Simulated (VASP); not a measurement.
Set up this calculation in VASP 6.6.1, as the native input.

```yaml
Task: single point
Functional: PBE
Dispersion: D3(BJ)
Potentials_or_basis: VASP PAW PBE potentials, release 64 (B, N)
Cutoff: 520 eV
k_mesh: 12 × 12 × 12
Occupations: gaussian, width 0.05 eV
Spin: no spin polarisation
Dipole_correction: no
Further_INCAR_settings: ALGO = Normal; EDIFF = 1e-06; NBANDS = 11
```

The structure of BN lies in POSCAR:

```
BN
1.0
    1.3011666545      0.7512289182      3.6427691556
   -1.3011666545      0.7512289182      3.6427691556
    0.0000000000     -1.5024578365      3.6427691556
B N
1 1
Direct
    0.9996712000      0.9996712000      0.9996712000
    0.3327618000      0.3327618000      0.3327618000
```

This cell differs from its parent crystal: strain +0.040 along x and y, +0.080 along z.

One way to write it, as run:

INCAR

```
PREC = Accurate
ENCUT = 520
EDIFF = 1E-6
ISMEAR = 0
SIGMA = 0.05
LREAL = F
LASPH = T
NELM = 100
ALGO = Normal
ISIF = 2
LWAVE = F
LCHARG = F
GGA = PE
IVDW = 12
NBANDS = 11
```

KPOINTS

```
regular mesh
0
Gamma
  12 12 12
```

Potentials or basis: VASP PAW PBE potentials, release 64 (B, N).

Command:

```sh
$ cat potpaw_PBE.64/B/POTCAR potpaw_PBE.64/N/POTCAR > POTCAR
$ mpirun -np 1 vasp_std > vasp.out
```

It gave:

| Item | Value |
| --- | --- |
| Pressure | -21.1 GPa |
| Largest force | 0.020 eV/Å |
| Band gap on the k mesh | 4.18 eV, indirect (least direct gap 4.39 eV) |
| Dispersion energy per atom | -0.117 eV |

Caveat: the cell differs from its parent crystal (strain +0.040 along x and y, +0.080 along z).

Wall time 78 s on 1 thread of Intel(R) Xeon(R) Platinum 8259CL CPU @ 2.50GHz (Skylake/Cascade Lake) (shared host), peak memory 0.2 GiB.
